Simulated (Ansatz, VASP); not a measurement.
# One calculation of Ti, two programs

INCAR

```
SYSTEM = Ti
PREC = Accurate ; ENCUT = 400
EDIFF = 1E-8 ; ISMEAR = -1
SIGMA = 0.08 ; LREAL = .False.
LASPH = .True. ; NELM = 120
ALGO = Normal ; ISIF = 2
LWAVE = .False. ; LCHARG = .False.
GGA = PS ; LEFG = .True.
NBANDS = 12 ; GGA_COMPAT = .False.
```

KPOINTS

```
regular mesh
0
Gamma
  17 17 17
  0 0 0
```

Contents of POSCAR:

```
Ti
1.0
   -1.6245900000      1.6410000000      1.6410000000
    1.6410000000     -1.6245900000      1.6410000000
    1.6410000000      1.6410000000     -1.6245900000
Ti
1
Direct
    0.0000000000      0.0000000000      0.0000000000
```

Input for Ansatz:

```yaml
crystal:
  lattice:
    - [-1.62459, 1.641, 1.641]
    - [1.641, -1.62459, 1.641]
    - [1.641, 1.641, -1.62459]
  atoms:
    - { symbol: Ti, position: [0.0, 0.0, 0.0] }
kpoints:
  mp_grid: { grid: [17, 17, 17] }
scf:
  occupations: { method: fermi_dirac, width: 0.08 }
hamiltonian:
  xc: pbesol
  pseudopotentials: { kind: all_electron, datasets: crystal }
output:
  forces: true
  stress: true
  eigenvalues: true
  efg: { contact_densities: true }
```

Change from the starting cell: equal xy, yz and zx shear strains of +1 %, crystal datasets.

Alike in both runs: task electric field gradients; functional PBEsol; k mesh 17 × 17 × 17; occupations fermi-dirac, width 0.08 eV; no spin polarisation.

|  | VASP | Ansatz |
| --- | --- | --- |
| version | VASP 6.6.1 | Ansatz 0.2.0 |
| potentials or method | VASP PAW PBE potentials, release 64 (Ti_sv), cutoff 400 eV | all-electron PAW with datasets made for the crystal, scalar-relativistic |

Ansatz gave:

* pressure (GPa): -6.5
* traceless stress, the component that is largest in VASP (GPa): -0.39
* size of Vzz on the site where it differs most (V/Å²): 4.1

Which values does VASP return?

Pressure (GPa): -7.3; traceless stress, the component that is largest in VASP (GPa): -0.39; size of Vzz on the site where it differs most (V/Å²): 4.1.

VASP's potentials were made for PBE, not for PBEsol. Ansatz ran all-electron here, and VASP with PAW potentials.
